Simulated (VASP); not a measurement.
MgS: single point with PBE0

MgS:

```
S Mg
1.0
     0.00000    2.56649    2.56649
     2.56649    0.00000    2.56649
     2.56649    2.56649    0.00000
S Mg
1 1
Direct
  0.50000 0.50000 0.50000
  0.00000 0.00000 0.00000
```

* Program: VASP 6.6.1
* Task: single point
* Functional: PBE0
* Potentials or basis: VASP PAW PBE potentials, release 64 (S, Mg)
* Cutoff: 520 eV
* k mesh: 4 × 4 × 4
* Occupations: fermi-dirac, width 0.05 eV
* Spin: no spin polarisation

```
Pressure               : 3.0 GPa
Band gap on the k mesh : 4.62 eV (least direct gap 5.93 eV)
```

Levels at points of the mesh, in eV from the valence-band top:
| k point | band 1 | band 2 | band 3 | band 4 | band 5 | band 6 | band 7 | band 8 |
| --- | --- | --- | --- | --- | --- | --- | --- | --- |
| (0.00, 0.00, 0.00) | -14.24 | 0.00 | 0.00 | 0.00 | 5.93 | 9.87 | 9.87 | 9.87 |
| (0.50, 0.00, 0.00) | -12.69 | -5.54 | -0.70 | -0.70 | 6.39 | 8.89 | 8.89 | 12.84 |
| (0.50, 0.50, 0.00) | -12.24 | -4.86 | -1.96 | -1.96 | 4.62 | 5.98 | 14.75 | 15.28 |

Wall time 3.9 min on 1 thread of Intel Xeon 8259CL (shared host), peak memory 0.17 GiB.

Caveat: the k points lie up to 0.53 Å⁻¹ apart; the PAW data sets were made with another functional, which shifts forces and pressure a little. A k mesh can miss the band edges.
